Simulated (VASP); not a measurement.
# SiC (P6_3mc) in VASP: a series of runs

Runs on SiC. Level: r2SCAN. Tasks: single point, relaxation of cell and atoms.

Everything below comes from runs of VASP 6.6.1. Logs are shortened: lines on timing, memory, paths and dates and some standing lists are left out, and cuts for length are marked.

## 1. The cell of the first run

Symmetry: P6_3mc, No. 186, hexagonal system. Conventional cell: a = 3.075 Å, b = 3.075 Å, c = 5.048 Å, α = 90.00°, β = 90.00°, γ = 120.00°. Si (site symmetry 3m) has 4 C at 1.88 to 1.90 Å within 2.5 Å. Within 2.5 Å of C (site symmetry 3m) lie 4 Si at 1.88 to 1.90 Å.

## 2. Single point, r2SCAN

The input, POSCAR:

```
SiC
1.0
    3.0753362880      0.0000000000      0.0000000000
   -1.5376681440      2.6633193506      0.0000000000
    0.0000000000      0.0000000000      5.0482168218
Si C
2 2
Direct
    0.3333333333      0.6666666667      0.0045985930
    0.6666666667      0.3333333333      0.5045985930
    0.3333333333      0.6666666667      0.3804014070
    0.6666666667      0.3333333333      0.8804014070
```

The input, INCAR.step1:

```
PREC = Accurate
ENCUT = 520
ISMEAR = -1
SIGMA = 0.08
LREAL = F
LASPH = T
NELM = 100
NBANDS = 16
GGA = PE
ALGO = Normal
EDIFF = 1E-4
LWAVE = T
LCHARG = F
```

The input, INCAR.step2:

```
PREC = Accurate
ENCUT = 520
EDIFF = 1E-7
ISMEAR = -1
SIGMA = 0.08
LREAL = F
LASPH = T
NELM = 100
ALGO = Normal
ISIF = 2
LWAVE = F
LCHARG = T
METAGGA = R2SCAN
LMIXTAU = T
LELF = T
LVHAR = T
NBANDS = 16
ISTART = 1
```

The input, KPOINTS:

```
Automatic mesh
0
Gamma
  12 12 6
```

Potentials or basis: VASP PAW PBE potentials, release 64 (Si, C).

Launch:

```sh
$ cat potpaw_PBE.64/Si/POTCAR potpaw_PBE.64/C/POTCAR > POTCAR
$ cp INCAR.step1 INCAR
$ mpirun -np 1 vasp_std > vasp.out
$ cp INCAR.step2 INCAR
$ mpirun -np 1 vasp_std > vasp.out
```

OUTCAR:

```text
PREC = Accurate
   ENCUT = 520
   EDIFF = 1E-7
   ISMEAR = -1
   LREAL = F
   LASPH = T
   NELM = 100
   ISIF = 2
   METAGGA = R2SCAN
   ISTART = 1

 ion  position               nearest neighbor table
   1  0.333  0.667  0.005-   4 1.88   4 1.88   4 1.88   3 1.90   2 3.09   2 3.09   2 3.09   2 3.09
                             2 3.09   2 3.09
   2  0.667  0.333  0.505-   3 1.88   3 1.88   3 1.88   4 1.90   1 3.09   1 3.09   1 3.09   1 3.09
                             1 3.09   1 3.09
   3  0.333  0.667  0.380-   2 1.88   2 1.88   2 1.88   1 1.90
   4  0.667  0.333  0.880-   1 1.88   1 1.88   1 1.88   2 1.90

  LATTYP: Found a hexagonal cell.
 ALAT       =     3.0753362880
 C/A-ratio  =     1.6415170079

  Lattice vectors:

 A1 = (   3.0753362880,   0.0000000000,   0.0000000000)
 A2 = (  -1.5376681440,   2.6633193506,   0.0000000000)
 A3 = (   0.0000000000,   0.0000000000,   5.0482168218)

Analysis of symmetry for initial positions (statically):
=====================================================================
 Subroutine PRICEL returns:
 Original cell was already a primitive cell.

 Routine SETGRP: Setting up the symmetry group for a
 hexagonal supercell.

 Subroutine GETGRP returns: Found 12 space group operations
 (whereof  6 operations were pure point group operations)
 out of a pool of 24 trial point group operations.

The static configuration has the point symmetry C_3v.
 The point group associated with its full space group is C_6v.

Analysis of symmetry for dynamics (positions and initial velocities):
=====================================================================
 Subroutine PRICEL returns:
 Original cell was already a primitive cell.

 Routine SETGRP: Setting up the symmetry group for a
 hexagonal supercell.

 Subroutine GETGRP returns: Found 12 space group operations
 (whereof  6 operations were pure point group operations)
 out of a pool of 24 trial point group operations.

The dynamic configuration has the point symmetry C_3v.
 The point group associated with its full space group is C_6v.

 Subroutine INISYM returns: Found 12 space group operations
 (whereof  6 operations are pure point group operations),
 and found     1 'primitive' translations

----------------------------------------------------------------------------------------

                                     Primitive cell

  volume of cell :      41.3479

  direct lattice vectors                    reciprocal lattice vectors
     3.075336288  0.000000000  0.000000000     0.325167691  0.187735654  0.000000000
    -1.537668144  2.663319351  0.000000000     0.000000000  0.375471308  0.000000000
     0.000000000  0.000000000  5.048216822     0.000000000  0.000000000  0.198089748

  length of vectors
     3.075336288  3.075336288  5.048216822     0.375471308  0.375471308  0.198089748

  position of ions in fractional coordinates (direct lattice)
     0.333333333  0.666666667  0.004598593
     0.666666667  0.333333333  0.504598593
     0.333333333  0.666666667  0.380401407
     0.666666667  0.333333333  0.880401407

  ion indices of the primitive-cell ions
   primitive index   ion index
                 1           1
                 2           2
                 3           3
                 4           4

----------------------------------------------------------------------------------------

 KPOINTS: Automatic mesh

Automatic generation of k-mesh.
 Grid dimensions read from file:
 generate k-points for:   12   12    6

 Generating k-lattice:

  Cartesian coordinates                     Fractional coordinates (reciprocal lattice)
     0.027097308  0.015644638  0.000000000     0.083333333  0.000000000  0.000000000
     0.000000000  0.031289276  0.000000000     0.000000000  0.083333333  0.000000000
     0.000000000  0.000000000  0.033014958     0.000000000  0.000000000  0.166666667

  Length of vectors
     0.031289276  0.031289276  0.033014958

  Shift w.r.t. Gamma in fractional coordinates (k-lattice)
     0.000000000  0.000000000  0.000000000

 Subroutine IBZKPT returns following result:
 ===========================================

 Found     76 irreducible k-points:

 Following reciprocal coordinates:
            Coordinates               Weight
  0.000000  0.000000  0.000000      1.000000
  0.083333 -0.000000  0.000000      6.000000
  0.166667  0.000000  0.000000      6.000000
  0.250000  0.000000  0.000000      6.000000
  0.333333  0.000000  0.000000      6.000000
  0.416667  0.000000  0.000000      6.000000
[... 16 lines left out ...]
  0.250000  0.000000  0.166667     12.000000
  0.333333  0.000000  0.166667     12.000000
 [... further k-points ...]
   k-points           NKPTS =     76   k-points in BZ     NKDIM =     76   number of bands    NBANDS=     16
   number of dos      NEDOS =    301   number of ions     NIONS =      4
   total plane-waves  NPLWV =  23040
   dimension x,y,z NGX =    24 NGY =   24 NGZ =   40
   dimension x,y,z NGXF=    48 NGYF=   48 NGZF=   80
   ions per type =               2   2
   NGX,Y,Z   is equivalent  to a cutoff of  12.97, 12.97, 13.17 a.u.
   NGXF,Y,Z  is equivalent  to a cutoff of  25.95, 25.95, 26.35 a.u.
 SYSTEM =  unknown system
   PREC   = accura    normal or accurate (medium, high low for compatibility)
   ISTART =      1    job   : 0-new  1-cont  2-samecut
   ICHARG =      0    charge: 1-file 2-atom 10-const
   ISPIN  =      1    spin polarized calculation?
   LNONCOLLINEAR =      F non collinear calculations
   LSORBIT =      F    spin-orbit coupling
   LASPH  =      T    aspherical Exc in radial PAW
   ENCUT  =  520.0 eV  38.22 Ry    6.18 a.u.   5.72  5.72  9.39*2*pi/ulx,y,z
   NELM   =    100;   NELMIN=  2; NELMDL=  0     # of ELM steps
   EDIFF  = 0.1E-06   stopping-criterion for ELM
   LREAL  =      F    real-space projection
   EDIFFG = 0.1E-05   stopping-criterion for IOM
   NSW    =      0    number of steps for IOM
   IBRION =     -1    ionic relax: 0-MD 1-quasi-New 2-CG
   NFREE  =      0    steps in history (QN), initial steepest desc. (CG)
   ISIF   =      2    stress and relaxation
   ISYM   =      2    0-nonsym 1-usesym 2-fastsym
   POTIM  = 0.5000    time-step for ionic-motion
   TEBEG  =    0.0;   TEEND  =   0.0 temperature during run
   PSTRESS=    0.0 pullay stress
   NELECT =      16.0000    total number of electrons
   NUPDOWN=      -1.0000    fix difference up-down
   EMIN   =  10.00;   EMAX   =-10.00  energy-range for DOS
   EFERMI =   0.00;   METHOD = LEGACY
   ISMEAR =    -1;   SIGMA  =   0.08  broadening in eV -4-tet -1-fermi 0-gaus
   EFERMI_NEDOS =   21; number of points for ismear=-14 and -15
   IALGO  =     38    algorithm
   IMIX   =      4    mixing-type and parameters
     AMIX     =   0.40;   BMIX     =  1.00
     AMIX_MAG =   1.60;   BMIX_MAG =  1.00
  volume/ion in A,a.u.               =      10.34        69.76
  Fermi-wavevector in a.u.,A,eV,Ry     =   1.192972  2.254390 19.363565  1.423182
  Thomas-Fermi vector in A             =   2.328997
   LORBIT       =      0    0 simple, 1 ext, 2 COOP (PROOUT), +10 PAW based schemes
   METAGGA = R2SCAN    functional components
   LHFCALC =     F    Hartree Fock is set to
   AEXX    =    0.0000 exact exchange contribution
   IVDW    =     0    specifies the selected vdW correction
   LEPSILON=     F    determine dielectric tensor
   LRPA    =     F    only Hartree local field effects (RPA)
 non-spin polarized calculation
  energy-cutoff  :      520.00
  volume of cell :       41.35
 maximum number of plane-waves:      1126
 NGX is ok and might be reduce to    24
   NGX = 11   NGY = 11   NGZ = 19

 number of electron      15.9999999 magnetization

 Free energy of the ion-electron system (eV)
  ---------------------------------------------------
  ext. energy  EPLUGINS =         0.00000000
  ---------------------------------------------------
  free energy    TOTEN  =       -38.63791017 eV

  energy without entropy =      -38.63791017  energy(sigma->0) =      -38.63791017

 E-fermi :   9.5265     XC(G=0): -11.9291

 val. band max:        8.1456629000   @ k =   0.0000   0.0000   0.0000
 cond. band min:      10.8042921021   @ k =   0.3333   0.3333   0.0000
 fundamental gap:      2.6586292021
 Fermi energy:         9.5264527524

 k-point     1 :       0.0000    0.0000    0.0000
  band No.  band energies     occupation
      1      -8.2092      2.00000
      2      -4.5820      2.00000
      3      -0.8465      2.00000
      4       6.7603      2.00000
      5       6.7603      2.00000
      6       8.0321      2.00000
[... 8 lines left out ...]
     15      17.7250      0.00000
     16      20.1765      0.00000

 k-point     2 :       0.0833   -0.0000    0.0000
  band No.  band energies     occupation
      1      -8.0843      2.00000
      2      -4.4767      2.00000
      3      -0.7313      2.00000
      4       6.0617      2.00000
      5       6.5413      2.00000
      6       7.6626      2.00000
[... 8 lines left out ...]
     15      18.0510      0.00000
     16      19.1998      0.00000

 k-point     3 :       0.1667    0.0000    0.0000
  band No.  band energies     occupation
      1      -7.7131      2.00000
      2      -4.1710      2.00000
      3      -0.3952      2.00000
      4       4.5292      2.00000
      5       6.0445      2.00000
      6       6.4947      2.00000
[... 8 lines left out ...]
     15      18.3881      0.00000
     16      18.7398      0.00000

 k-point     4 :       0.2500    0.0000    0.0000
  band No.  band energies     occupation
      1      -7.1084      2.00000
      2      -3.7074      2.00000
      3       0.1129      2.00000
      4       2.8567      2.00000
      5       5.0431      2.00000
      6       5.5037      2.00000
[... 8 lines left out ...]
     15      19.0083      0.00000
     16      19.6851      0.00000

 k-point     5 :       0.3333    0.0000    0.0000
  band No.  band energies     occupation
      1      -6.3019      2.00000
      2      -3.2173      2.00000
      3       0.4639      2.00000
      4       1.7218      2.00000
      5       3.5729      2.00000
      6       5.0556      2.00000
[... 8 lines left out ...]
     15      19.9042      0.00000
     16      21.1837      0.00000

 k-point     6 :       0.4167    0.0000    0.0000
  band No.  band energies     occupation
      1      -5.3877      2.00000
      2      -3.0712      2.00000
      3       0.0865      2.00000
      4       1.9908      2.00000
      5       2.3573      2.00000
      6       4.7670      2.00000
[... 8 lines left out ...]
     15      20.0351      0.00000
     16      21.4302      0.00000
[... 267 lines left out ...]
 k-point    21 :       0.0833   -0.0000    0.1667
  band No.  band energies     occupation
      1      -7.9440      2.00000
      2      -5.0023      2.00000
      3       0.0197      2.00000
      4       6.1562      2.00000
      5       6.6268      2.00000
      6       7.0724      2.00000
[... 8 lines left out ...]
     15      17.7422      0.00000
     16      19.7444      0.00000

 k-point    22 :       0.1667    0.0000    0.1667
  band No.  band energies     occupation
      1      -7.5740      2.00000
      2      -4.6784      2.00000
      3       0.3161      2.00000
      4       4.6564      2.00000
      5       6.0938      2.00000
      6       6.1396      2.00000
[... 8 lines left out ...]
     15      18.5892      0.00000
     16      19.1032      0.00000

 k-point    23 :       0.2500    0.0000    0.1667
  band No.  band energies     occupation
      1      -6.9719      2.00000
      2      -4.1747      2.00000
      3       0.6968      2.00000
      4       3.0717      2.00000
      5       4.6428      2.00000
      6       5.6060      2.00000
[... 8 lines left out ...]
     15      19.6681      0.00000
     16      19.7470      0.00000

 k-point    24 :       0.3333    0.0000    0.1667
  band No.  band energies     occupation
      1      -6.1701      2.00000
      2      -3.5925      2.00000
      3       0.5510      2.00000
      4       2.3139      2.00000
      5       3.1586      2.00000
      6       5.1622      2.00000
[... 8 lines left out ...]
     15      20.3490      0.00000
     16      21.0761      0.00000

 [... further k-points ...]
[... 5 lines left out ...]
  --------------------------------------------------------------------------------------
  -------------------------------------------------------------------------------------
  Total       -0.0496688     -0.0496688     -0.0438137      0.0000000      0.0000000      0.0000000
  in kB       -1.9245993     -1.9245993     -1.6977215      0.0000000      0.0000000      0.0000000
  external PRESSURE =      -1.8489734 kB  Pullay stress =       0.0000000 kB

 VOLUME and BASIS-vectors are now :
 -----------------------------------------------------------------------------
  energy-cutoff  :      520.00
  volume of cell :       41.35
      direct lattice vectors                 reciprocal lattice vectors
     3.075336288  0.000000000  0.000000000     0.325167691  0.187735654  0.000000000
    -1.537668144  2.663319351  0.000000000     0.000000000  0.375471308  0.000000000
     0.000000000  0.000000000  5.048216822     0.000000000  0.000000000  0.198089748

 POSITION                                       TOTAL-FORCE (eV/Angst)
 -----------------------------------------------------------------------------------
     -0.00000      1.77555      0.02321        -0.000000     -0.000000     -0.000067
      1.53767      0.88777      2.54732         0.000000      0.000000     -0.000067
     -0.00000      1.77555      1.92035         0.000000     -0.000000      0.000067
      1.53767      0.88777      4.44446         0.000000     -0.000000      0.000067
 -----------------------------------------------------------------------------------
    total drift:                               -0.000000     -0.000000     -0.000116

  FREE ENERGIE OF THE ION-ELECTRON SYSTEM (eV)
  ---------------------------------------------------
  free  energy   TOTEN  =       -38.6379101680 eV

  energy  without entropy=      -38.6379101663  energy(sigma->0) =      -38.63791017
```

Run time: 2.3 min. Hardware: 1 thread of Intel Xeon 6975P-C, shared host; peak memory 0.19 GiB.

What came out:

```yaml
Free_energy: -38.6379 eV
Pressure: -0.2 GPa
Band_gap_on_the_k_mesh: 2.66 eV, indirect (least direct gap 4.48 eV)
```

Levels at points of the mesh, in eV from the valence-band top:
```
           k point  band 4  band 5  band 6  band 7  band 8  band 9  band 10  band 11  band 12  band 13
(0.00, 0.00, 0.00)   -1.39   -1.39   -0.11    0.00    0.00    5.38     6.78     7.19     7.19     8.33
(0.50, 0.00, 0.00)   -6.55   -5.62   -3.48   -3.36   -1.26    3.23     4.66     7.47     7.65    10.76
(0.00, 0.00, 0.50)   -4.63   -0.75   -0.75   -0.75   -0.75    6.50     6.50     7.89     7.89     7.89
(0.50, 0.00, 0.50)   -8.54   -2.56   -2.56   -2.44   -2.44    3.72     3.72     5.79     5.79    11.10
```

Caveat: the PAW data sets were made with another functional, which shifts forces and pressure a little. A k mesh can miss the band edges.

## 3. Relaxation of cell and atoms, r2SCAN

The input, POSCAR:

```
SiC
1.0
    3.0760000000      0.0000000000      0.0000000000
   -1.5380000000      2.6638941420      0.0000000000
    0.0000000000      0.0000000000      5.0480000000
Si C
2 2
Direct
    0.3333333333      0.6666666667      0.0000000000
    0.6666666667      0.3333333333      0.5000000000
    0.3333333333      0.6666666667      0.3850000000
    0.6666666667      0.3333333333      0.8850000000
```

The input, INCAR.step1:

```
PREC = Accurate
ENCUT = 600
ISMEAR = -1
SIGMA = 0.08
LREAL = F
LASPH = T
NELM = 80
GGA = PE
ALGO = Normal
EDIFF = 1E-4
LWAVE = T
LCHARG = F
```

The input, INCAR.step2:

```
PREC = Accurate
ENCUT = 600
EDIFF = 1E-7
ISMEAR = -1
SIGMA = 0.08
LREAL = F
LASPH = T
NELM = 80
ALGO = Normal
ISIF = 3
LWAVE = F
LCHARG = F
METAGGA = R2SCAN
LMIXTAU = T
IBRION = 2
NSW = 100
EDIFFG = -0.002
ISTART = 1
```

KPOINTS is that of step 2.

Potentials or basis: VASP PAW PBE potentials, release 64 (Si, C).

Launch:

```sh
$ cat potpaw_PBE.64/Si/POTCAR potpaw_PBE.64/C/POTCAR > POTCAR
$ cp INCAR.step1 INCAR
$ mpirun -np 1 vasp_std > vasp.out
$ cp INCAR.step2 INCAR
$ mpirun -np 1 vasp_std > vasp.out
```

Wall time 12 min (1 thread of Intel Xeon 6975P-C, shared host); peak memory 0.21 GiB.

Results (log left out):

* Free energy: -38.6420 eV
* Relaxed volume: 10.32 Å³/atom
* Relaxed cell: a = 3.074 Å, b = 3.074 Å, c = 5.046 Å, α = 90.00°, β = 90.00°, γ = 120.00°
* Space group after relaxing (to 0.05 Å): P6_3mc (No. 186)
* Energy gained by relaxing: 9.3 meV/atom
* Ionic steps: 7
* Pressure after relaxing: 0.0 GPa
* Band gap on the k mesh: 2.66 eV, indirect (least direct gap 4.49 eV)

Step by step:
```csv
step,energy change (eV),largest force (eV/Å),pressure (GPa),volume (Å³)
1,0.0000,0.7709,-0.17,41.36
2,-0.0060,0.6965,0.16,41.30
3,-0.0345,0.0556,-0.26,41.33
4,-0.0368,0.0161,0.30,41.23
5,-0.0370,0.0013,0.16,41.25
6,-0.0370,0.0005,-0.13,41.31
7,-0.0370,0.0003,0.00,41.28
```

Final structure:
```
Si C
1.0
     3.07370    0.00000    0.00000
    -1.53685    2.66190    0.00000
     0.00000    0.00000    5.04571
Si C
2 2
Direct
  0.33333 0.66667 0.00460
  0.66667 0.33333 0.50460
  0.33333 0.66667 0.38040
  0.66667 0.33333 0.88040
```

Levels at points of the mesh, in eV from the valence-band top:
```
           k point  band 5  band 6  band 7  band 8  band 9  band 10  band 11  band 12
(0.00, 0.00, 0.00)   -1.39   -0.11    0.00    0.00    5.39     6.79     7.20     7.20
(0.50, 0.00, 0.00)   -5.63   -3.48   -3.37   -1.26    3.23     4.67     7.48     7.65
(0.00, 0.00, 0.50)   -0.75   -0.75   -0.75   -0.75    6.51     6.51     7.90     7.90
(0.50, 0.00, 0.50)   -2.56   -2.56   -2.44   -2.44    3.73     3.73     5.80     5.80
```

Caveat: the PAW data sets were made with another functional, which shifts forces and pressure a little. A k mesh can miss the band edges.
